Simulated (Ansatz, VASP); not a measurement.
# In in VASP and in Ansatz

Contents of INCAR:

```
SYSTEM = In
PREC = Accurate
ENCUT = 520
EDIFF = 1E-6
ISMEAR = -1
SIGMA = 0.05
LREAL = .FALSE.
LASPH = .TRUE.
NELM = 60
ALGO = Normal
ISIF = 2
LWAVE = .FALSE.
LCHARG = .TRUE.
GGA = PE
LELF = .TRUE.
LVHAR = .TRUE.
NBANDS = 12
```

KPOINTS

```
Automatic mesh
0
G
  14 14 14
  0 0 0
```

File POSCAR:

```
In
1.0
   -1.6152359128      1.6152359128      2.4573458084
    1.6152359128     -1.6152359128      2.4573458084
    1.6152359128      1.6152359128     -2.4573458084
In
1
Direct
    0.0000000000      0.0000000000      0.0000000000
```

Input for Ansatz:

```yaml
crystal:
  lattice:
    - [-1.6152359128, 1.6152359128, 2.4573458084]
    - [1.6152359128, -1.6152359128, 2.4573458084]
    - [1.6152359128, 1.6152359128, -2.4573458084]
  atoms:
    - { symbol: In, position: [0.0, 0.0, 0.0] }
kpoints:
  mp_grid: { grid: [14, 14, 14] }
scf:
  occupations: { method: fermi_dirac, width: 0.05 }
hamiltonian:
  xc: pbe
  pseudopotentials: { kind: all_electron, lapw: { basis_error: 0.0005 } }
output:
  forces: true
  stress: true
  eigenvalues: true
```

Change from the starting cell: volume scaled by 0.98.

Alike in both runs: task single point; functional PBE; k mesh 14 × 14 × 14; occupations fermi-dirac, width 0.05 eV; no spin polarisation.

|  | VASP | Ansatz |
| --- | --- | --- |
| version | VASP 6.6.1 | Ansatz 0.2.0 |
| potentials or method | VASP PAW PBE potentials, release 64 (In_d), cutoff 520 eV | all-electron LAPW, scalar-relativistic |

Ansatz gave:

- pressure (GPa): 2.9
- traceless stress, the component that is largest in VASP (GPa): 0.21

Estimate VASP's values.

pressure (GPa): 2.8; traceless stress, the component that is largest in VASP (GPa): 0.21.

Ansatz ran all-electron here, and VASP with PAW potentials.
